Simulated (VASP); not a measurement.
# CaB6 (Pm-3m) in VASP: a series of runs, part 2 of 2

VASP 6.6.1. The steps go on from the part before.

**3. Relaxation of the atoms, PBE (10.50 Å³/atom)**

This run uses another cell than the first one, of 10.50 Å³/atom.

Contents of INCAR:

```
  PREC = Accurate
  ENCUT = 520
  EDIFF = 1E-6
  ISMEAR = 0
  SIGMA = 0.01
  LREAL = False
  LASPH = True
  NELM = 80
  ALGO = Normal
  ISIF = 2
  LWAVE = False
  LCHARG = False
  GGA = PE
  IBRION = 2
  NSW = 50
  EDIFFG = -0.01
```

Contents of KPOINTS:

```
regular mesh
0
Gamma
  8 8 8
```

Contents of POSCAR:

```
CaB6
1.0
    4.1889888868      0.0000000000      0.0000000000
    0.0000000000      4.1889888868      0.0000000000
    0.0000000000      0.0000000000      4.1889888868
Ca B
1 6
Direct
    0.0000000000      0.0000000000      0.0000000000
    0.2017760847      0.5000000000      0.5000000000
    0.5000000000      0.2017760847      0.5000000000
    0.7982239153      0.5000000000      0.5000000000
    0.5000000000      0.7982239153      0.5000000000
    0.5000000000      0.5000000000      0.2017760847
    0.5000000000      0.5000000000      0.7982239153
```

Potentials or basis: VASP PAW PBE potentials, release 64 (Ca_sv, B).

The run is started by

```
> cat potpaw_PBE.64/Ca_sv/POTCAR potpaw_PBE.64/B/POTCAR > POTCAR
> mpirun -np 1 vasp_std > vasp.out
```

OUTCAR:

```text
PREC = Accurate
   ENCUT = 520
   EDIFF = 1E-6
   ISMEAR = 0
   LREAL = False
   LASPH = True
   NELM = 80
   ISIF = 2
   GGA = PE
   IBRION = 2
   NSW = 50
   EDIFFG = -0.01

 ion  position               nearest neighbor table
   1  0.000  0.000  0.000-
   2  0.202  0.500  0.500-   4 1.69   3 1.77   5 1.77   6 1.77   7 1.77
   3  0.500  0.202  0.500-   5 1.69   4 1.77   2 1.77   6 1.77   7 1.77
   4  0.798  0.500  0.500-   2 1.69   3 1.77   5 1.77   6 1.77   7 1.77
   5  0.500  0.798  0.500-   3 1.69   2 1.77   4 1.77   6 1.77   7 1.77
   6  0.500  0.500  0.202-   7 1.69   3 1.77   4 1.77   5 1.77   2 1.77
   7  0.500  0.500  0.798-   6 1.69   3 1.77   4 1.77   5 1.77   2 1.77

  LATTYP: Found a simple cubic cell.
 ALAT       =     4.1889888868

  Lattice vectors:

 A1 = (   4.1889888868,   0.0000000000,   0.0000000000)
 A2 = (   0.0000000000,   4.1889888868,   0.0000000000)
 A3 = (   0.0000000000,   0.0000000000,   4.1889888868)

Analysis of symmetry for initial positions (statically):
=====================================================================
 Subroutine PRICEL returns:
 Original cell was already a primitive cell.

 Routine SETGRP: Setting up the symmetry group for a
 simple cubic supercell.

 Subroutine GETGRP returns: Found 48 space group operations
 (whereof 48 operations were pure point group operations)
 out of a pool of 48 trial point group operations.

The static configuration has the point symmetry O_h .

Analysis of symmetry for dynamics (positions and initial velocities):
=====================================================================
 Subroutine PRICEL returns:
 Original cell was already a primitive cell.

 Routine SETGRP: Setting up the symmetry group for a
 simple cubic supercell.

 Subroutine GETGRP returns: Found 48 space group operations
 (whereof 48 operations were pure point group operations)
 out of a pool of 48 trial point group operations.

The dynamic configuration has the point symmetry O_h .

 Subroutine INISYM returns: Found 48 space group operations
 (whereof 48 operations are pure point group operations),
 and found     1 'primitive' translations

----------------------------------------------------------------------------------------

                                     Primitive cell

  volume of cell :      73.5068

  direct lattice vectors                    reciprocal lattice vectors
     4.188988887  0.000000000  0.000000000     0.238721092  0.000000000  0.000000000
     0.000000000  4.188988887  0.000000000     0.000000000  0.238721092  0.000000000
     0.000000000  0.000000000  4.188988887     0.000000000  0.000000000  0.238721092

  length of vectors
     4.188988887  4.188988887  4.188988887     0.238721092  0.238721092  0.238721092

  position of ions in fractional coordinates (direct lattice)
     0.000000000  0.000000000  0.000000000
     0.201776085  0.500000000  0.500000000
     0.500000000  0.201776085  0.500000000
     0.798223915  0.500000000  0.500000000
     0.500000000  0.798223915  0.500000000
     0.500000000  0.500000000  0.201776085
     0.500000000  0.500000000  0.798223915

  ion indices of the primitive-cell ions
   primitive index   ion index
                 1           1
                 2           2
                 3           3
[... 59 lines left out ...]
   number of dos      NEDOS =    301   number of ions     NIONS =      7
   total plane-waves  NPLWV =  32768
   dimension x,y,z NGX =    32 NGY =   32 NGZ =   32
   dimension x,y,z NGXF=    64 NGYF=   64 NGZF=   64
   ions per type =               1   6
   NGX,Y,Z   is equivalent  to a cutoff of  12.70, 12.70, 12.70 a.u.
   NGXF,Y,Z  is equivalent  to a cutoff of  25.40, 25.40, 25.40 a.u.
 SYSTEM =  unknown system
   PREC   = accura    normal or accurate (medium, high low for compatibility)
   ISTART =      0    job   : 0-new  1-cont  2-samecut
   ICHARG =      2    charge: 1-file 2-atom 10-const
   ISPIN  =      1    spin polarized calculation?
   LNONCOLLINEAR =      F non collinear calculations
   LSORBIT =      F    spin-orbit coupling
   LASPH  =      T    aspherical Exc in radial PAW
   ENCUT  =  520.0 eV  38.22 Ry    6.18 a.u.   7.79  7.79  7.79*2*pi/ulx,y,z
   NELM   =     80;   NELMIN=  2; NELMDL= -5     # of ELM steps
   EDIFF  = 0.1E-05   stopping-criterion for ELM
   LREAL  =      F    real-space projection
   EDIFFG = -.1E-01   stopping-criterion for IOM
   NSW    =     50    number of steps for IOM
   IBRION =      2    ionic relax: 0-MD 1-quasi-New 2-CG
   NFREE  =      1    steps in history (QN), initial steepest desc. (CG)
   ISIF   =      2    stress and relaxation
   ISYM   =      2    0-nonsym 1-usesym 2-fastsym
   POTIM  = 0.5000    time-step for ionic-motion
   TEBEG  =    0.0;   TEEND  =   0.0 temperature during run
   PSTRESS=    0.0 pullay stress
   NELECT =      28.0000    total number of electrons
   NUPDOWN=      -1.0000    fix difference up-down
   EMIN   =  10.00;   EMAX   =-10.00  energy-range for DOS
   EFERMI =   0.00;   METHOD = LEGACY
   ISMEAR =     0;   SIGMA  =   0.01  broadening in eV -4-tet -1-fermi 0-gaus
   EFERMI_NEDOS =   21; number of points for ismear=-14 and -15
   IALGO  =     38    algorithm
   IMIX   =      4    mixing-type and parameters
     AMIX     =   0.40;   BMIX     =  1.00
     AMIX_MAG =   1.60;   BMIX_MAG =  1.00
  volume/ion in A,a.u.               =      10.50        70.86
  Fermi-wavevector in a.u.,A,eV,Ry     =   1.186729  2.242593 19.161442  1.408326
  Thomas-Fermi vector in A             =   2.322896
   LORBIT       =      0    0 simple, 1 ext, 2 COOP (PROOUT), +10 PAW based schemes
   GGA     = PE    functional components
   LHFCALC =     F    Hartree Fock is set to
   AEXX    =    0.0000 exact exchange contribution
   IVDW    =     0    specifies the selected vdW correction
   LEPSILON=     F    determine dielectric tensor
   LRPA    =     F    only Hartree local field effects (RPA)
 conjugate gradient relaxation of ions
 non-spin polarized calculation
 Gauss-broadening in eV      SIGMA  =   0.01
  energy-cutoff  :      520.00
  volume of cell :       73.51
 maximum number of plane-waves:      2000
 NGX is ok and might be reduce to    32
   NGX = 15   NGY = 15   NGZ = 15

--------------------------------------- Ionic step        1  -------------------------------------------

 number of electron      28.0000002 magnetization

 Free energy of the ion-electron system (eV)
  ---------------------------------------------------
  ext. energy  EPLUGINS =         0.00000000
  ---------------------------------------------------
  free energy    TOTEN  =       -44.98922652 eV

  energy without entropy =      -44.98922652  energy(sigma->0) =      -44.98922652

------------------------ aborting loop because EDIFF is reached ----------------------------------------

  FORCE on cell =-STRESS in cart. coord.  units (eV):
  Direction    XX          YY          ZZ          XY          YZ          ZX
  --------------------------------------------------------------------------------------
  -------------------------------------------------------------------------------------
  Total       -1.9582413     -1.9582413     -1.9582413      0.0000000      0.0000000     -0.0000000
  in kB      -42.6824325    -42.6824325    -42.6824325      0.0000000      0.0000000     -0.0000000
  external PRESSURE =     -42.6824325 kB  Pullay stress =       0.0000000 kB
[... 69 lines left out ...]
--------------------------------------- Ionic step        3  -------------------------------------------

 number of electron      28.0000002 magnetization

 Free energy of the ion-electron system (eV)
  ---------------------------------------------------
  ext. energy  EPLUGINS =         0.00000000
  ---------------------------------------------------
  free energy    TOTEN  =       -44.99009918 eV

  energy without entropy =      -44.99009917  energy(sigma->0) =      -44.99009918

 E-fermi :   4.4692     XC(G=0): -10.4414

 val. band max:        4.4374042667   @ k =   0.3750   0.0000   0.0000
 cond. band min:       4.4998745231   @ k =   0.5000   0.0000   0.0000
 fundamental gap:      0.0624702564
 Fermi energy:         4.4692188552

 k-point     1 :       0.0000    0.0000    0.0000
  band No.  band energies     occupation
      1     -36.8302      2.00000
      2     -17.8071      2.00000
      3     -17.8071      2.00000
      4     -17.8071      2.00000
      5      -9.8035      2.00000
      6      -2.2703      2.00000
[... 481 lines left out ...]
      5      -9.1984      2.00000
      6      -4.2799      2.00000
[... 10 lines left out ...]
     17       8.6914      0.00000
     18       8.9483      0.00000

 [... further k-points ...]

------------------------ aborting loop because EDIFF is reached ----------------------------------------

  FORCE on cell =-STRESS in cart. coord.  units (eV):
  Direction    XX          YY          ZZ          XY          YZ          ZX
  --------------------------------------------------------------------------------------
  -------------------------------------------------------------------------------------
  Total       -1.8940018     -1.8940018     -1.8940018      0.0000000      0.0000000     -0.0000000
  in kB      -41.2822493    -41.2822493    -41.2822493      0.0000000      0.0000000     -0.0000000
  external PRESSURE =     -41.2822493 kB  Pullay stress =       0.0000000 kB
[... 22 lines left out ...]
  FREE ENERGIE OF THE ION-ELECTRON SYSTEM (eV)
  ---------------------------------------------------
  free  energy   TOTEN  =       -44.9900991789 eV

  energy  without entropy=      -44.9900991733  energy(sigma->0) =      -44.99009918

 reached required accuracy - stopping structural energy minimisation
```

It took 37 s on 1 thread of Intel Xeon Platinum 8488C (Sapphire Rapids), shared host; peak memory 0.2 GiB.

What came out:

| Quantity | Value |
| --- | --- |
| Free energy | -44.9901 eV |
| Energy gained by relaxing | 0.1 meV/atom |
| Ionic steps | 3 |
| Pressure after relaxing | -4.1 GPa |
| Band gap on the k mesh | 0.06 eV |

Forces on the atoms (eV/Å):
```
Ca   0.000  0.000  0.000
B    0.002  0.000  0.000
B    0.000  0.002  0.000
B   -0.002  0.000  0.000
B    0.000 -0.002  0.000
B    0.000  0.000  0.002
B    0.000  0.000 -0.002
```

The path:
```csv
step,energy change (eV),largest force (eV/Å),pressure (GPa)
1,0.0000,0.1325,-4.27
2,0.0022,0.2388,-3.82
3,-0.0009,0.0023,-4.13
```

Final structure:
```
Ca B
1.0
     4.18899    0.00000    0.00000
     0.00000    4.18899    0.00000
     0.00000    0.00000    4.18899
Ca B
1 6
Direct
  0.00000 0.00000 0.00000
  0.20230 0.50000 0.50000
  0.50000 0.20230 0.50000
  0.79770 0.50000 0.50000
  0.50000 0.79770 0.50000
  0.50000 0.50000 0.20230
  0.50000 0.50000 0.79770
```

**4. Relaxation of the atoms, PBE (10.81 Å³/atom)**

This run uses another cell than the first one, of 10.81 Å³/atom.

Contents of INCAR:

```
  ALGO = Normal
  EDIFF = 1E-6
  EDIFFG = -0.01
  ENCUT = 520
  GGA = PE
  IBRION = 2
  ISIF = 2
  ISMEAR = 0
  LASPH = True
  LCHARG = False
  LREAL = False
  LWAVE = False
  NELM = 80
  NSW = 50
  PREC = Accurate
  SIGMA = 0.01
```

Contents of KPOINTS:

```
k-points
0
Gamma
  8 8 8
```

Contents of POSCAR:

```
CaB6
1.0
    4.2292700971      0.0000000000      0.0000000000
    0.0000000000      4.2292700971      0.0000000000
    0.0000000000      0.0000000000      4.2292700971
Ca B
1 6
Direct
    0.0000000000      0.0000000000      0.0000000000
    0.2023600585      0.5000000000      0.5000000000
    0.5000000000      0.2023600585      0.5000000000
    0.7976399415      0.5000000000      0.5000000000
    0.5000000000      0.7976399415      0.5000000000
    0.5000000000      0.5000000000      0.2023600585
    0.5000000000      0.5000000000      0.7976399415
```

The run is started by

```
> cat potpaw_PBE.64/Ca_sv/POTCAR potpaw_PBE.64/B/POTCAR > POTCAR
> mpirun -np 1 vasp_std > vasp.out
```

It took 42 s on 1 thread of Intel Xeon Platinum 8488C (Sapphire Rapids), shared host; peak memory 0.2 GiB.

The run converged. Its results:

* Free energy: -44.9111 eV
* Energy gained by relaxing: 0.2 meV/atom
* Ionic steps: 3
* Pressure after relaxing: -7.7 GPa
* Band gap on the k mesh: 0.02 eV

Forces on the atoms (eV/Å):
```
Ca   0.000  0.000  0.000
B    0.003  0.000  0.000
B    0.000  0.003  0.000
B   -0.003  0.000  0.000
B    0.000 -0.003  0.000
B    0.000  0.000  0.003
B    0.000  0.000 -0.003
```

Step by step:
| step | energy change (eV) | largest force (eV/Å) | pressure (GPa) |
| --- | --- | --- | --- |
| 1 | 0.0000 | 0.1285 | -7.94 |
| 2 | 0.0008 | 0.1865 | -7.50 |
| 3 | -0.0011 | 0.0026 | -7.73 |

Final structure:
```xyz
7
Lattice="4.2293 0.0000 0.0000 0.0000 4.2293 0.0000 0.0000 0.0000 4.2293" Properties=species:S:1:pos:R:3 pbc="T T T"
Ca    0.0000    0.0000    0.0000
B     0.8586    2.1146    2.1146
B     2.1146    0.8586    2.1146
B     3.3707    2.1146    2.1146
B     2.1146    3.3707    2.1146
B     2.1146    2.1146    0.8586
B     2.1146    2.1146    3.3707
```

Levels at points of the mesh, in eV from the valence-band top:
```tsv
k point	band 11	band 12	band 13	band 14	band 15	band 16	band 17	band 18
(0.00, 0.00, 0.00)	-5.20	-0.36	-0.36	-0.36	2.79	2.79	2.79	3.21
(0.50, 0.00, 0.00)	-2.29	-2.29	-1.73	0.00	0.02	3.04	3.04	3.51
(0.50, 0.50, 0.00)	-2.57	-2.57	-1.44	-1.44	2.95	2.95	3.84	4.07
(0.50, 0.50, 0.50)	-4.17	-1.08	-1.08	-1.08	3.96	4.46	4.46	4.51
```

**5. Summary**

```csv
cell,gap on the mesh (eV),pressure (GPa)
"atoms relaxed from a = 4.106 Å, 7 atoms, atomic positions A",0.07,4.9
"atoms relaxed from a = 4.189 Å, 7 atoms, atomic positions A",0.06,-4.1
"atoms relaxed from a = 4.229 Å, 7 atoms, atomic positions B",0.02,-7.7
```

Alike in all rows: task relaxation of the atoms; level PBE; potentials or basis VASP PAW PBE potentials, release 64 (Ca_sv, B); no spin polarisation; k mesh 8 × 8 × 8; cutoff (eV) 520; smearing gaussian 0.01 eV.

Total energies depend on the potentials used, so only differences within one code and one set of settings carry meaning.
